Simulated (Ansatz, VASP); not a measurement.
# One calculation of Si3Sn, two programs

INCAR

```
SYSTEM = Si3Sn
  PREC = Accurate
  ENCUT = 600
  EDIFF = 1E-6
  ISMEAR = 0
  SIGMA = 0.1
  LREAL = .False.
  LASPH = .True.
  NELM = 80
  ALGO = Normal
  ISIF = 3
  LWAVE = .False.
  LCHARG = .False.
  GGA = PE
  IBRION = 2
  NSW = 100
  EDIFFG = -0.01
```

KPOINTS

```
regular mesh
0
Gamma
  18 18 8
  0 0 0
```

Contents of POSCAR:

```
Si3Sn
1.0
    3.5638822470      0.0000000000      0.0000000000
   -1.7819411235      3.0864125620      0.0000000000
    0.0000000000      0.0000000000      7.1732302596
Si Sn
3 1
Direct
    0.3333333333      0.6666666667      0.0000000000
    0.6666666667      0.3333333333      0.1944427565
    0.6666666667      0.3333333333      0.8055572435
    0.3333333333      0.6666666667      0.5000000000
```

Input for Ansatz:

```yaml
crystal:
  lattice:
    - [3.563882247, 0.0, 0.0]
    - [-1.7819411235, 3.086412562, 0.0]
    - [0.0, 0.0, 7.1732302596]
  atoms:
    - { symbol: Si, position: [0.3333333333, 0.6666666667, 0.0] }
    - { symbol: Si, position: [0.6666666667, 0.3333333333, 0.1944427565] }
    - { symbol: Si, position: [0.6666666667, 0.3333333333, 0.8055572435] }
    - { symbol: Sn, position: [0.3333333333, 0.6666666667, 0.5] }
basis:
  ecutwfc: 420
kpoints:
  mp_grid: { grid: [18, 18, 8] }
hamiltonian:
  xc: pbe
scf:
  occupations: { method: gaussian, width: 0.1 }
output:
  forces: true
  stress: true
  eigenvalues: true
relax:
  adjacent_minimum: "off"
  f_tol: 0.01
  max_steps: 80
  cell: { stress_tol: 0.05 }
```

Alike in both runs: task relaxation of cell and atoms; functional PBE; k mesh 18 × 18 × 8; occupations gaussian, width 0.1 eV; no spin polarisation.

```csv
,VASP,Ansatz
version,VASP 6.6.1,Ansatz 0.2.0
potentials or method,"VASP PAW PBE potentials, release 64 (Si, Sn_d), cutoff 600 eV","scalar-relativistic, plane waves, PAW"
valence electrons in the cell,26,26
```

Ansatz gave:

- gap on the k mesh at the Fermi level, each at its own relaxed structure (eV): none
- relaxed volume (Å³/atom): 19.69
- relaxed length of the cell vector where the two differ most in proportion (Å): 3.569

Q: Estimate VASP's values.

A: gap on the k mesh at the Fermi level, each at its own relaxed structure (eV): none; relaxed volume (Å³/atom): 19.70; relaxed length of the cell vector where the two differ most in proportion (Å): 3.570.

A gap of «none» marks a metal or a gap that the smearing closes.
